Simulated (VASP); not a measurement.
Write the native input for VASP 6.6.1 that does the following.

* Task: single point
* Functional: LDA
* Potentials or basis: VASP PAW LDA potentials, release 64 (C, Cl, H)
* Cutoff: 520 eV
* k mesh: 2 × 2 × 1
* Occupations: gaussian, width 0.05 eV
* Spin: no spin polarisation
* Dipole correction: no
* Further INCAR settings: ALGO = Normal; EDIFF = 1e-06; NBANDS = 56; NELMDL = -8

The structure of HC18Cl lies in POSCAR:

```
HC18Cl
1.0
    7.3980000000      0.0000000000      0.0000000000
   -3.6990000000      6.4068560000      0.0000000000
    0.0000000000      0.0000000000     12.0000000000
C Cl H
18 1 1
Direct
   -0.0006029018     -0.0219216727      0.0780922500
    0.2188679047      0.0876860663      0.0780331667
   -0.0024090571      0.3090737485      0.0780875833
    0.2207000559      0.4207047887      0.0780381667
   -0.0027168902      0.6443169630      0.0781452500
    0.2211506371      0.7561936775      0.0782556667
    0.3309286374     -0.0242476185      0.0781355000
    0.5541100820      0.0873109993      0.0780230000
    0.3301918640      0.3107316600      0.0778080833
    0.5544383544      0.4227739784      0.0779329167
    0.3327227123      0.6447057652      0.0781455833
    0.5522489565      0.7545992918      0.0780289167
    0.6639898032     -0.0223064168      0.0780938333
    0.8878316195      0.0895496949      0.0780828333
    0.6662291453      0.3111106290      0.0777770000
    0.8856727665      0.4210692421      0.0780233333
    0.6644745227      0.6428541550      0.0777892500
    0.8876420205      0.7542348384      0.0780259167
    0.5797813221      0.4574304464      0.3603064167
    0.5800047657      0.4634861467      0.2514249167
```

One way to write it, as run:

INCAR

```
  PREC = Accurate
  ENCUT = 520
  EDIFF = 1E-6
  ISMEAR = 0
  SIGMA = 0.05
  LREAL = F
  LASPH = T
  NELM = 120
  ALGO = Normal
  ISIF = 2
  LWAVE = F
  LCHARG = F
  GGA = CA
  NBANDS = 56
  GGA_COMPAT = F
  NELMDL = -8
```

KPOINTS

```
Automatic mesh
0
Gamma
  2 2 1
```

Potentials or basis: VASP PAW LDA potentials, release 64 (C, Cl, H).

The run is started by

```bash
$ cat potpaw_LDA.64/C/POTCAR potpaw_LDA.64/Cl/POTCAR potpaw_LDA.64/H/POTCAR > POTCAR
$ mpirun -np 1 vasp_std > vasp.out
```

It gave:

The largest force is 0.087 eV/Å and the band gap on the k mesh is 0.17 eV, direct.

Caveat: the k points lie up to 0.49 Å⁻¹ apart.

Wall time 120 s on 1 thread of Intel(R) Xeon(R) 6975P-C (Granite Rapids), with other jobs on the host, peak memory 0.49 GiB.
